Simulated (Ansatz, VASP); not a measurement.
BN in VASP and in Ansatz

```
CELL_PARAMETERS angstrom
-2.55394 0.00000 0.00000
-1.27697 -2.21178 0.00000
-1.02158 0.00000 12.68056
ATOMIC_POSITIONS crystal
B 0.57505 0.66667 0.22904
B 0.44172 0.66667 0.56237
B 0.30838 0.66667 0.89571
B 0.30838 0.33333 0.06237
B 0.17505 0.33333 0.39571
B 0.04172 0.33333 0.72904
N 0.62498 0.66667 0.10423
N 0.49164 0.66667 0.43756
N 0.35831 0.66667 0.77089
N 0.95831 0.33333 0.93756
N 0.22498 0.33333 0.27089
N 0.09164 0.33333 0.60423
```

Alike in both runs: task single point; functional r2SCAN; k mesh 10 × 10 × 2; occupations gaussian, width 0.05 eV; no spin polarisation.

```csv
,VASP,Ansatz
version,VASP 6.6.1,Ansatz 0.2.0
potentials or method,"VASP PAW PBE potentials, release 64 (B, N), cutoff 520 eV","scalar-relativistic, plane waves, PAW"
valence electrons in the cell,48,48
```

Ansatz gave:

```
gap on the k mesh at the Fermi level (eV)                     : 3.37
least direct gap on the mesh (eV)                             : 4.53
pressure (GPa)                                                : -3.7
traceless stress, the component that is largest in VASP (GPa) : 12.09
rms of the force components (eV/Å)                            : 0.777
```

What did VASP give for the same quantities?

gap on the k mesh at the Fermi level (eV): 3.36; least direct gap on the mesh (eV): 4.53; pressure (GPa): -2.7; traceless stress, the component that is largest in VASP (GPa): 12.10; rms of the force components (eV/Å): 0.774.

VASP's potentials were made for PBE, not for r2SCAN. Atom by atom the forces differ by 0.008 eV/Å (rms over components).
